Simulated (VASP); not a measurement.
# BN (Cmc2_1) in VASP: further runs

BN is run at these levels: LDA; tasks: single point.

Program: VASP 6.6.1. These are calculated values, not measurements. Logs are shortened: lines on timing, memory, paths and dates and some standing lists are left out, and cuts for length are marked.

## 1. The cell of the first run

The structure is orthorhombic, space group Cmc2_1 (No. 36). Conventional cell: a = 2.515 Å, b = 4.560 Å, c = 4.008 Å, α = 90.00°, β = 90.00°, γ = 90.00°. B (site symmetry m) has 4 N at 1.51 to 1.59 Å within 2.0 Å. N (site symmetry m) has 4 B at 1.51 to 1.59 Å within 2.0 Å.

## 2. Single point, LDA

Input file INCAR:

```
  PREC = Accurate
  ENCUT = 600
  EDIFF = 1E-6
  ISMEAR = 0
  SIGMA = 0.05
  LREAL = False
  LASPH = True
  NELM = 120
  ALGO = Normal
  ISIF = 2
  LWAVE = False
  LCHARG = True
  LELF = True
  LVHAR = True
  NBANDS = 16
  GGA_COMPAT = False
```

Input file KPOINTS:

```
Automatic mesh
0
Gamma
  12 12 6
```

Input file POSCAR:

```
BN
1.0
    2.5150004474      0.0000000000      0.0000000000
   -1.2575002237      2.2798876574      0.0000000000
    0.0000000000      0.0000000000      4.0082064349
B N
2 2
Direct
    0.6673598127      0.3347196254      1.0009663144
    0.3326401873      0.6652803746      0.5009663144
    0.6647699312      0.3295398625      0.6240336856
    0.3352300688      0.6704601375      0.1240336856
```

Potentials or basis: VASP PAW LDA potentials, release 64 (B, N).

Started as:

```sh
$ cat potpaw_LDA.64/B/POTCAR potpaw_LDA.64/N/POTCAR > POTCAR
$ mpirun -np 1 vasp_std > vasp.out
```

OUTCAR:

```text
PREC = Accurate
   ENCUT = 600
   EDIFF = 1E-6
   ISMEAR = 0
   LREAL = False
   LASPH = True
   NELM = 120
   ISIF = 2

 ion  position               nearest neighbor table
   1  0.667  0.335  0.001-   3 1.51   4 1.55   4 1.55   4 1.59
   2  0.333  0.665  0.501-   4 1.51   3 1.55   3 1.55   3 1.59
   3  0.665  0.330  0.624-   1 1.51   2 1.55   2 1.55   2 1.59
   4  0.335  0.670  0.124-   2 1.51   1 1.55   1 1.55   1 1.59

  LATTYP: Found a base centered orthorhombic cell.
 ALAT       =     2.5150004474
 B/A-ratio  =     1.8130316118
 C/A-ratio  =     1.5937199689

  Lattice vectors:

 A1 = (   1.2575002237,  -2.2798876574,   0.0000000000)
 A2 = (   1.2575002237,   2.2798876574,   0.0000000000)
 A3 = (   0.0000000000,   0.0000000000,   4.0082064349)

Analysis of symmetry for initial positions (statically):
=====================================================================
 Subroutine PRICEL returns:
 Original cell was already a primitive cell.

 Routine SETGRP: Setting up the symmetry group for a
 base centered orthorhombic supercell.

 Subroutine GETGRP returns: Found  4 space group operations
 (whereof  2 operations were pure point group operations)
 out of a pool of  8 trial point group operations.

The static configuration has the point symmetry C_1h.
 The point group associated with its full space group is C_2v.

Analysis of symmetry for dynamics (positions and initial velocities):
=====================================================================
 Subroutine PRICEL returns:
 Original cell was already a primitive cell.

 Routine SETGRP: Setting up the symmetry group for a
 base centered orthorhombic supercell.

 Subroutine GETGRP returns: Found  4 space group operations
 (whereof  2 operations were pure point group operations)
 out of a pool of  8 trial point group operations.

The dynamic configuration has the point symmetry C_1h.
 The point group associated with its full space group is C_2v.

 Subroutine INISYM returns: Found  4 space group operations
 (whereof  2 operations are pure point group operations),
 and found     1 'primitive' translations

----------------------------------------------------------------------------------------

                                     Primitive cell

  volume of cell :      22.9827

  direct lattice vectors                    reciprocal lattice vectors
     2.515000447  0.000000000  0.000000000     0.397614243  0.219309052  0.000000000
    -1.257500224  2.279887657  0.000000000     0.000000000  0.438618103  0.000000000
     0.000000000  0.000000000  4.008206435     0.000000000  0.000000000  0.249488148

  length of vectors
     2.515000447  2.603688642  4.008206435     0.454085396  0.438618103  0.249488148

  position of ions in fractional coordinates (direct lattice)
     0.667359813  0.334719625  0.000966314
     0.332640187  0.665280375  0.500966314
     0.664769931  0.329539862  0.624033686
     0.335230069  0.670460138  0.124033686

  ion indices of the primitive-cell ions
   primitive index   ion index
                 1           1
                 2           2
                 3           3
                 4           4

----------------------------------------------------------------------------------------

 KPOINTS: Automatic mesh

Automatic generation of k-mesh.
 Grid dimensions read from file:
 generate k-points for:   12   12    6

 Generating k-lattice:

  Cartesian coordinates                     Fractional coordinates (reciprocal lattice)
     0.033134520  0.018275754  0.000000000     0.083333333  0.000000000  0.000000000
     0.000000000  0.036551509  0.000000000     0.000000000  0.083333333  0.000000000
     0.000000000  0.000000000  0.041581358     0.000000000  0.000000000  0.166666667

  Length of vectors
     0.037840450  0.036551509  0.041581358

  Shift w.r.t. Gamma in fractional coordinates (k-lattice)
     0.000000000  0.000000000  0.000000000

 Subroutine IBZKPT returns following result:
 ===========================================

 Found    172 irreducible k-points:

 Following reciprocal coordinates:
            Coordinates               Weight
  0.000000  0.000000  0.000000      1.000000
  0.083333 -0.000000  0.000000      4.000000
  0.166667  0.000000  0.000000      4.000000
  0.250000 -0.000000  0.000000      4.000000
  0.333333 -0.000000  0.000000      4.000000
  0.416667 -0.000000  0.000000      4.000000
[... 16 lines left out ...]
  0.333333  0.166667  0.000000      4.000000
  0.416667  0.166667  0.000000      4.000000
 [... further k-points ...]
   k-points           NKPTS =    172   k-points in BZ     NKDIM =    172   number of bands    NBANDS=     16
   number of dos      NEDOS =    301   number of ions     NIONS =      4
   total plane-waves  NPLWV =  15360
   dimension x,y,z NGX =    20 NGY =   24 NGZ =   32
   dimension x,y,z NGXF=    40 NGYF=   48 NGZF=   64
   ions per type =               2   2
   NGX,Y,Z   is equivalent  to a cutoff of  13.22, 15.32, 13.27 a.u.
   NGXF,Y,Z  is equivalent  to a cutoff of  26.44, 30.65, 26.54 a.u.
 SYSTEM =  unknown system
   PREC   = accura    normal or accurate (medium, high low for compatibility)
   ISTART =      0    job   : 0-new  1-cont  2-samecut
   ICHARG =      2    charge: 1-file 2-atom 10-const
   ISPIN  =      1    spin polarized calculation?
   LNONCOLLINEAR =      F non collinear calculations
   LSORBIT =      F    spin-orbit coupling
   LASPH  =      T    aspherical Exc in radial PAW
   ENCUT  =  600.0 eV  44.10 Ry    6.64 a.u.   5.02  5.20  8.01*2*pi/ulx,y,z
   NELM   =    120;   NELMIN=  2; NELMDL= -5     # of ELM steps
   EDIFF  = 0.1E-05   stopping-criterion for ELM
   LREAL  =      F    real-space projection
   EDIFFG = 0.1E-04   stopping-criterion for IOM
   NSW    =      0    number of steps for IOM
   IBRION =     -1    ionic relax: 0-MD 1-quasi-New 2-CG
   NFREE  =      0    steps in history (QN), initial steepest desc. (CG)
   ISIF   =      2    stress and relaxation
   ISYM   =      2    0-nonsym 1-usesym 2-fastsym
   POTIM  = 0.5000    time-step for ionic-motion
   TEBEG  =    0.0;   TEEND  =   0.0 temperature during run
   PSTRESS=    0.0 pullay stress
   NELECT =      16.0000    total number of electrons
   NUPDOWN=      -1.0000    fix difference up-down
   EMIN   =  10.00;   EMAX   =-10.00  energy-range for DOS
   EFERMI =   0.00;   METHOD = LEGACY
   ISMEAR =     0;   SIGMA  =   0.05  broadening in eV -4-tet -1-fermi 0-gaus
   EFERMI_NEDOS =   21; number of points for ismear=-14 and -15
   IALGO  =     38    algorithm
   IMIX   =      4    mixing-type and parameters
     AMIX     =   0.40;   BMIX     =  1.00
     AMIX_MAG =   1.60;   BMIX_MAG =  1.00
  volume/ion in A,a.u.               =       5.75        38.77
  Fermi-wavevector in a.u.,A,eV,Ry     =   1.450934  2.741867 28.643110  2.105209
  Thomas-Fermi vector in A             =   2.568489
   LORBIT       =      0    0 simple, 1 ext, 2 COOP (PROOUT), +10 PAW based schemes
   GGA     = CA    functional components
   LHFCALC =     F    Hartree Fock is set to
   AEXX    =    0.0000 exact exchange contribution
   IVDW    =     0    specifies the selected vdW correction
   LEPSILON=     F    determine dielectric tensor
   LRPA    =     F    only Hartree local field effects (RPA)
 non-spin polarized calculation
 Gauss-broadening in eV      SIGMA  =   0.05
  energy-cutoff  :      600.00
  volume of cell :       22.98
 maximum number of plane-waves:       788
   NGX =  9   NGY = 11   NGZ = 17

 number of electron      16.0000001 magnetization

 Free energy of the ion-electron system (eV)
  ---------------------------------------------------
  ext. energy  EPLUGINS =         0.00000000
  ---------------------------------------------------
  free energy    TOTEN  =       -38.51867606 eV

  energy without entropy =      -38.51867606  energy(sigma->0) =      -38.51867606

 E-fermi :   8.2972     XC(G=0): -13.2237

 val. band max:        8.0121606594   @ k =   0.0000   0.0000   0.0000
 cond. band min:      13.1023247629   @ k =   0.3333   0.3333   0.0000
 fundamental gap:      5.0901641035
 Fermi energy:         8.2971973050

 k-point     1 :       0.0000    0.0000    0.0000
  band No.  band energies     occupation
      1     -12.6778      2.00000
      2      -7.7792      2.00000
      3      -3.1172      2.00000
      4       4.9585      2.00000
      5       5.4122      2.00000
      6       7.6758      2.00000
[... 8 lines left out ...]
     15      20.1172      0.00000
     16      24.8978      0.00000

 k-point     2 :       0.0833   -0.0000    0.0000
  band No.  band energies     occupation
      1     -12.5257      2.00000
      2      -7.6686      2.00000
      3      -2.9709      2.00000
      4       4.5484      2.00000
      5       4.8722      2.00000
      6       7.3106      2.00000
[... 8 lines left out ...]
     15      20.4245      0.00000
     16      24.6218      0.00000

 k-point     3 :       0.1667    0.0000    0.0000
  band No.  band energies     occupation
      1     -12.0737      2.00000
      2      -7.3561      2.00000
      3      -2.5376      2.00000
      4       3.0678      2.00000
      5       4.0796      2.00000
      6       6.0327      2.00000
[... 8 lines left out ...]
     15      21.6071      0.00000
     16      23.7191      0.00000

 k-point     4 :       0.2500   -0.0000    0.0000
  band No.  band energies     occupation
      1     -11.3370      2.00000
      2      -6.9171      2.00000
      3      -1.8405      2.00000
      4       1.1973      2.00000
      5       3.3092      2.00000
      6       4.3669      2.00000
[... 8 lines left out ...]
     15      22.8115      0.00000
     16      23.7864      0.00000
[... 324 lines left out ...]
 k-point    22 :       0.2500    0.1667    0.0000
  band No.  band energies     occupation
      1     -10.0521      2.00000
      2      -6.4897      2.00000
      3      -0.6549      2.00000
      4       0.0282      2.00000
      5       0.6362      2.00000
      6       3.2452      2.00000
[... 8 lines left out ...]
     15      23.7866      0.00000
     16      24.7639      0.00000

 k-point    23 :       0.3333    0.1667    0.0000
  band No.  band energies     occupation
      1      -8.9591      2.00000
      2      -6.5746      2.00000
      3      -1.1180      2.00000
      4       0.4629      2.00000
      5       0.4872      2.00000
      6       1.9539      2.00000
[... 8 lines left out ...]
     15      24.4048      0.00000
     16      24.8925      0.00000

 k-point    24 :       0.4167    0.1667    0.0000
  band No.  band energies     occupation
      1      -8.1287      2.00000
      2      -7.0083      2.00000
      3      -1.4401      2.00000
      4       0.7392      2.00000
      5       0.9037      2.00000
      6       1.3592      2.00000
[... 8 lines left out ...]
     15      24.0163      0.00000
     16      25.2027      0.00000

 [... further k-points ...]

------------------------ aborting loop because EDIFF is reached ----------------------------------------

  FORCE on cell =-STRESS in cart. coord.  units (eV):
  Direction    XX          YY          ZZ          XY          YZ          ZX
  --------------------------------------------------------------------------------------
  -------------------------------------------------------------------------------------
  Total        0.2049089     -5.0989472      6.4722764      0.0000000      0.0000000      0.0000000
  in kB       14.2846540   -355.4589898    451.1968306      0.0000000      0.0000000      0.0000000
  external PRESSURE =      36.6741649 kB  Pullay stress =       0.0000000 kB

 VOLUME and BASIS-vectors are now :
 -----------------------------------------------------------------------------
  energy-cutoff  :      600.00
  volume of cell :       22.98
      direct lattice vectors                 reciprocal lattice vectors
     2.515000447  0.000000000  0.000000000     0.397614243  0.219309052  0.000000000
    -1.257500224  2.279887657  0.000000000     0.000000000  0.438618103  0.000000000
     0.000000000  0.000000000  4.008206435     0.000000000  0.000000000  0.249488148

 POSITION                                       TOTAL-FORCE (eV/Angst)
 -----------------------------------------------------------------------------------
      1.25750      0.76312      0.00387         0.000000     -0.015066      0.014081
      0.00000      1.51676      2.00798         0.000000      0.015066      0.014081
      1.25750      0.75131      2.50126         0.000000     -0.008014     -0.014081
      0.00000      1.52857      0.49715        -0.000000      0.008014     -0.014081
 -----------------------------------------------------------------------------------
    total drift:                               -0.000000     -0.000000     -0.000498

  FREE ENERGIE OF THE ION-ELECTRON SYSTEM (eV)
  ---------------------------------------------------
  free  energy   TOTEN  =       -38.5186760552 eV

  energy  without entropy=      -38.5186760552  energy(sigma->0) =      -38.51867606
```

Run time: 96 s. Hardware: 1 thread of Intel Xeon 8259CL, shared host; peak memory 0.17 GiB.

Results:

```
Free energy            : -38.5187 eV
Pressure               : 3.7 GPa
Largest force          : 0.021 eV/Å
Band gap on the k mesh : 5.09 eV (least direct gap 6.94 eV)
```

Forces in eV/Å, atoms in the order of the input:
```
B    0.000 -0.015  0.014
B    0.000  0.015  0.014
N    0.000 -0.008 -0.014
N    0.000  0.008 -0.014
```

Stress tensor (GPa, compression positive):
```
  1.43   0.00   0.00
  0.00 -35.55   0.00
  0.00   0.00  45.12
```

Levels at points of the mesh, in eV from the valence-band top:
```tsv
k point	band 4	band 5	band 6	band 7	band 8	band 9	band 10	band 11	band 12	band 13
(0.00, 0.00, 0.00)	-3.05	-2.60	-0.34	-0.22	0.00	6.94	8.04	8.98	9.68	10.83
(0.50, 0.00, 0.00)	-7.56	-7.07	-5.91	-4.75	-2.30	5.54	8.04	9.96	10.99	14.79
(0.00, 0.50, 0.00)	-7.54	-7.47	-5.14	-4.85	-1.69	6.79	8.48	10.62	12.01	14.49
(0.00, 0.00, 0.50)	-5.34	-1.86	-1.86	-1.46	-1.46	8.19	8.19	9.61	9.61	9.78
(0.50, 0.00, 0.50)	-10.32	-4.43	-4.43	-3.38	-3.38	6.22	6.22	10.46	10.46	14.15
(0.00, 0.50, 0.50)	-10.48	-3.71	-3.71	-3.49	-3.49	7.01	7.01	10.51	10.51	14.48
```

Caveat: the cell differs from its parent crystal (strain +e along x and -e along y -0.0233, strain +e along z and -e/2 along x and y -0.0400); the cell stands under pressure.

## 3. Single point, LDA

Input file INCAR:

```
PREC = Accurate
ENCUT = 600
EDIFF = 1E-6
ISMEAR = 0
SIGMA = 0.05
LREAL = F
LASPH = T
NELM = 120
ALGO = Normal
ISIF = 2
LWAVE = F
LCHARG = F
GGA = CA
NBANDS = 16
GGA_COMPAT = F
```

KPOINTS is that of step 2.

Input file POSCAR:

```
BN
1.0
    2.6325875055      0.0000000000      0.0000000000
   -1.3162937528      2.1780542779      0.0000000000
    0.0000000000      0.0000000000      4.0082064349
B N
2 2
Direct
    0.6662093401      0.3324186803      1.0009644792
    0.3337906599      0.6675813197      0.5009644792
    0.6691212523      0.3382425046      0.6240355208
    0.3308787477      0.6617574954      0.1240355208
```

Potentials or basis: VASP PAW LDA potentials, release 64 (B, N).

Started as:

```sh
$ cat potpaw_LDA.64/B/POTCAR potpaw_LDA.64/N/POTCAR > POTCAR
$ mpirun -np 1 vasp_std > vasp.out
```

Run time: 64 s. Hardware: 1 thread of Intel Xeon 8259CL, shared host; peak memory 0.17 GiB.

The run converged. Its results:

```
Free energy            : -38.5207 eV
Pressure               : 3.6 GPa
Largest force          : 0.019 eV/Å
Band gap on the k mesh : 5.12 eV (least direct gap 7.37 eV)
```

Forces on the atoms (eV/Å):
```
B    0.000  0.011  0.016
B    0.000 -0.011  0.016
N    0.000  0.002 -0.016
N    0.000 -0.002 -0.016
```

Stress tensor (GPa, compression positive):
```
-34.70   0.00   0.00
  0.00   0.40   0.00
  0.00   0.00  45.09
```

Levels at points of the mesh, in eV from the valence-band top:
```
           k point  band 6  band 7  band 8  band 9  band 10  band 11
(0.00, 0.00, 0.00)   -0.29   -0.19    0.00    7.37     7.51     9.15
(0.50, 0.00, 0.00)   -5.39   -4.77   -1.86    6.40     8.39    10.40
(0.00, 0.50, 0.00)   -6.13   -4.71   -2.49    5.16     7.87     9.80
(0.00, 0.00, 0.50)   -1.81   -1.45   -1.45    8.43     8.43     9.14
(0.50, 0.00, 0.50)   -3.95   -3.40   -3.40    6.80     6.80    10.49
(0.00, 0.50, 0.50)   -4.64   -3.35   -3.35    5.95     5.95    10.52
```

Caveat: the cell differs from its parent crystal (strain +e along x and -e along y +0.0233, strain +e along z and -e/2 along x and y -0.0400); the cell stands under pressure. A k mesh can miss the band edges.
